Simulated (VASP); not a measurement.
Input of a VASP 6.6.1 run:

File INCAR:

```
SYSTEM = I
PREC     = Accurate       ! precision mode
ENCUT    = 520            ! plane-wave cutoff, eV
EDIFF    = 1E-6           ! SCF threshold, eV
ISMEAR   = 0              ! smearing method
SIGMA    = 0.1            ! smearing width, eV
LREAL    = .FALSE.        ! projectors in reciprocal space
LASPH    = .TRUE.         ! aspherical terms in the spheres
NELM     = 80             ! most SCF steps
ALGO     = Normal         ! electronic algorithm
ISIF     = 2              ! what is computed and relaxed
LWAVE    = .FALSE.        ! write WAVECAR
LCHARG   = .TRUE.         ! write CHGCAR
GGA      = PS             ! functional
LELF     = .TRUE.         ! ELF
LVHAR    = .TRUE.       
NBANDS   = 10             ! bands
```

The input KPOINTS:

```
regular mesh
0
G
  12 12 18
  0 0 0
```

File POSCAR:

```
I
1.0
    2.5009821176     -3.5560988978     -0.0190122159
    2.5009821176      3.5560988978     -0.0190122159
   -1.6148499819      0.0000000000      2.3777848246
I
1
Direct
    0.5000000000      0.5000000000      0.5000000000
```

Potentials or basis: VASP PAW PBE potentials, release 64 (I).

Launch:

```console
$ cat potpaw_PBE.64/I/POTCAR > POTCAR
$ mpirun -np 1 vasp_std > vasp.out
```

**Question.** Estimate the pressure.

**Answer.** 0.4 GPa.

**Question.** Predict the band gap on the k mesh.

**Answer.** Zero (an odd number of electrons rules out a gap without spin polarisation).

Stress tensor (GPa, compression positive):
```
-0.16  0.00 -1.85
 0.00  0.01  0.00
-1.85  0.00  1.29
```

Caveat: the cell differs from its parent crystal (strained); the PAW data sets were made with another functional, which shifts forces and pressure a little; spin-orbit coupling is left out, which moves the levels of the heavy elements; an odd number of electrons without spin polarisation forces a metal; a magnetic or distorted state may lie lower.
